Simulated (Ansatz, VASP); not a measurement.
ReBi in VASP and in Ansatz

```
Re Bi
1.0
     0.00000    3.18069    3.18069
     3.18069    0.00000    3.18069
     3.18069    3.18069    0.00000
Re Bi
1 1
Cartesian
  0.0000 0.0000 0.0000
  1.5903 1.5903 1.5903
```

Alike in both runs: task single point; functional PBE; k mesh 10 × 10 × 10; occupations gaussian, width 0.05 eV; no spin polarisation.

```csv
,VASP,Ansatz
version,VASP 6.6.1,Ansatz 0.2.0
potentials or method,"VASP PAW PBE potentials, release 64 (Re, Bi_d), cutoff 520 eV","scalar-relativistic, plane waves, PAW"
valence electrons in the cell,22,30
```

|  | VASP | Ansatz | Ansatz less VASP |
| --- | --- | --- | --- |
| gap on the k mesh at the Fermi level (eV) | none | none | - |
| pressure (GPa) | -4.7 | -4.7 | +0.05 |

A gap of «none» marks a metal or a gap that the smearing closes. VASP's potentials hold 22 valence electrons a cell and Ansatz's 30, so a difference there can come from the potentials and not from the codes.

Spin-orbit coupling is off throughout.
